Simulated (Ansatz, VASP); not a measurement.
One calculation of Mg, two programs

```xyz
3
Lattice="4.5553 0.0000 0.0000 -2.2777 3.9450 0.0000 0.0000 0.0000 4.9882" Properties=species:S:1:pos:R:3 pbc="T T T"
Mg   -1.1388    1.9725    1.6627
Mg    1.1388    1.9725    3.3254
Mg    2.2777    0.0000    0.0000
```

Alike in both runs: task relaxation of cell and atoms; functional PBE; k mesh 12 × 12 × 10; occupations gaussian, width 0.1 eV; no spin polarisation.

```csv
,VASP,Ansatz
version,VASP 6.6.1,Ansatz 0.2.0
potentials or method,"VASP PAW PBE potentials, release 64 (Mg), cutoff 600 eV","scalar-relativistic, plane waves, PAW"
valence electrons in the cell,6,30
```

```tsv
	VASP	Ansatz	Ansatz less VASP
gap on the k mesh at the Fermi level, each at its own relaxed structure (eV)	none	none	-
relaxed volume (Å³/atom)	28.41	28.48	+0.065
relaxed length of the cell vector where the two differ most in proportion (Å)	3.076	3.082	+0.0065
```

A gap of «none» marks a metal or a gap that the smearing closes. VASP's potentials hold 6 valence electrons a cell and Ansatz's 30, so a difference there can come from the potentials and not from the codes.
